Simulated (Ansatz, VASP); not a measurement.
## One calculation of TaN, two programs

Contents of POSCAR:

```
TaN
1.0
    2.9956224723      0.0000000000      0.0000000000
   -1.4978112361      2.5942851611      0.0000000000
    0.0000000000      0.0000000000      2.9395437670
Ta N
1 1
Direct
    0.0000000000      0.0000000000      0.5000000000
    0.6666666667      0.3333333333      0.0000000000
```

The input INCAR.step1:

```
PREC = Accurate
ENCUT = 660
ISMEAR = -1
SIGMA = 0.05
LREAL = False
LASPH = True
NELM = 120
NBANDS = 16
GGA = PE
ALGO = Normal
EDIFF = 1E-5
LWAVE = True
LCHARG = False
GGA_COMPAT = False
```

Contents of INCAR.step2:

```
PREC = Accurate
ENCUT = 660
EDIFF = 1E-6
ISMEAR = -1
SIGMA = 0.05
LREAL = False
LASPH = True
NELM = 120
ALGO = Normal
ISIF = 2
LWAVE = False
LCHARG = False
METAGGA = R2SCAN
LMIXTAU = True
NBANDS = 16
ISTART = 1
GGA_COMPAT = False
```

KPOINTS

```
regular mesh
0
Gamma
  10 10 9
```

File input.yaml:

```yaml
crystal:
  lattice:
    - [2.9956224723, 0.0, 0.0]
    - [-1.4978112361, 2.5942851611, 0.0]
    - [0.0, 0.0, 2.939543767]
  atoms:
    - { symbol: Ta, position: [0.0, 0.0, 0.5] }
    - { symbol: "N", position: [0.6666666667, 0.3333333333, 0.0] }
hamiltonian:
  xc: r2scan
  pseudopotentials: { kind: paw }
kpoints:
  mp_grid: { grid: [10, 10, 9] }
scf:
  occupations: { method: fermi_dirac, width: 0.05 }
output:
  forces: true
  stress: true
  eigenvalues: true
```

Alike in both runs: task single point; functional r2SCAN; k mesh 10 × 10 × 9; occupations fermi-dirac, width 0.05 eV; no spin polarisation.

|  | VASP | Ansatz |
| --- | --- | --- |
| version | VASP 6.6.1 | Ansatz 0.2.0 |
| potentials or method | VASP PAW PBE potentials, release 64 (Ta_sv_GW, N) | Ansatz PAW |
| plane-wave cutoff (eV) | 660 | 500 |
| valence electrons in the cell | 18 | 18 |

|  | VASP | Ansatz | Ansatz less VASP |
| --- | --- | --- | --- |
| gap on the k mesh at the Fermi level (eV) | none | none | - |
| pressure (GPa) | -18.9 | -18.7 | +0.18 |
| traceless stress, the component that is largest in VASP (GPa) | -0.91 | -0.97 | -0.066 |

VASP's potentials were made for PBE, not for r2SCAN. A gap of «none» marks a metal or a gap that the smearing closes. The functional is the same, so the differences come from potentials, cutoffs and numerics.

Spin-orbit coupling is off throughout.
